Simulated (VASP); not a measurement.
Set up this calculation in VASP 6.6.1, as the native input.

| Item | Value |
| --- | --- |
| Task | single point |
| Functional | PBEsol |
| Potentials or basis | VASP PAW PBE potentials, release 64 (O, C) |
| Cutoff | 600 eV |
| k mesh | 5 × 5 × 5 |
| Occupations | fermi-dirac, width 0.05 eV |
| Spin | no spin polarisation |
| Dipole correction | no |
| Further INCAR settings | ALGO = Normal; EDIFF = 1e-06; NBANDS = 44 |

The structure of CO2 lies in POSCAR:

```
CO2
1.0
    5.6200000000      0.0000000000      0.0000000000
    0.0000000000      5.6200000000      0.0000000000
    0.0000000000      0.0000000000      5.6200000000
O C
8 4
Direct
    0.1675330000      0.3385760000      0.6666740000
    0.3344960000      0.6646520000      0.1620180000
    0.6742000000      0.1613940000      0.3205120000
    0.8235740000      0.8400770000      0.8363950000
    0.8340150000      0.6663200000      0.3374070000
    0.6532870000      0.3321280000      0.8439580000
    0.3357100000      0.8256130000      0.6657080000
    0.1617880000      0.1555090000      0.1683290000
   -0.0036620000      0.4999120000      0.4890790000
    0.5063480000      0.4927550000      0.0063280000
    0.5099890000     -0.0014070000      0.4934220000
   -0.0065200000     -0.0034620000      0.0051550000
```

This cell differs from its parent crystal: atoms moved at random.

The input as run:

INCAR

```
SYSTEM = CO2
PREC     = Accurate       ! precision mode
ENCUT    = 600            ! plane-wave cutoff, eV
EDIFF    = 1E-6           ! SCF threshold, eV
ISMEAR   = -1             ! smearing method
SIGMA    = 0.05           ! smearing width, eV
LREAL    = .FALSE.        ! projectors in reciprocal space
LASPH    = .TRUE.         ! aspherical terms in the spheres
NELM     = 120            ! most SCF steps
ALGO     = Normal         ! electronic algorithm
ISIF     = 2              ! what is computed and relaxed
LWAVE    = .FALSE.        ! write WAVECAR
LCHARG   = .FALSE.        ! write CHGCAR
GGA      = PS             ! functional
NBANDS   = 44             ! bands
GGA_COMPAT= .FALSE.
```

KPOINTS

```
Automatic mesh
0
G
  5 5 5
  0 0 0
```

Potentials or basis: VASP PAW PBE potentials, release 64 (O, C).

Command:

```sh
$ cat potpaw_PBE.64/O/POTCAR potpaw_PBE.64/C/POTCAR > POTCAR
$ mpirun -np 1 vasp_std > vasp.out
```

It gave:

```json
{
  "Pressure": "-40.3 GPa",
  "Largest force": "11.058 eV/Å",
  "Band gap on the k mesh": "1.19 eV (least direct gap 1.23 eV)"
}
```

Caveat: the cell differs from its parent crystal (atoms moved at random); the cell stands under tension; this functional lacks dispersion, which holds the molecules together, so the pressure and a relaxed volume are unreliable; the PAW data sets were made with another functional, which shifts forces and pressure a little; an odd mesh through Γ misses points on the zone boundary, where band edges can lie.

It took 19 min on 1 thread of Intel Xeon 8259CL, with other jobs on the host, peak memory 0.59 GiB.
